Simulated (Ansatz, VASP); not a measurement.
## One calculation of Pd, two programs

```
CELL_PARAMETERS angstrom
0.00000 1.95509 1.95509
1.95509 0.00000 1.95509
1.95509 1.95509 0.00000
ATOMIC_POSITIONS crystal
Pd 0.00000 0.00000 0.00000
```

Alike in both runs: functional r2SCAN; k mesh 24 × 24 × 24; no spin polarisation.

Ansatz relaxed the structure, and its values are those at the end. VASP's run is a single point on that final structure, the one shown.

|  | VASP | Ansatz |
| --- | --- | --- |
| version | VASP 6.6.1 | Ansatz 0.2.0 |
| potentials or method | VASP PAW PBE potentials, release 64 (Pd) | plane-wave PAW, scalar-relativistic |
| plane-wave cutoff (eV) | 520 | 500 |
| occupations | methfessel-paxton of order 1, width 0.1 eV | cold, width 0.1 eV |
| valence electrons in the cell | 10 | 18 |

Ansatz gave:

| Quantity | Value |
| --- | --- |
| pressure (GPa) | 0.0 |

Problem. What did VASP give for the same quantities?

Solution. Pressure (GPa): 0.3.

VASP's potentials were made for PBE, not for r2SCAN. VASP's potentials hold 10 valence electrons a cell and Ansatz's 18, so a difference there can come from the potentials and not from the codes.
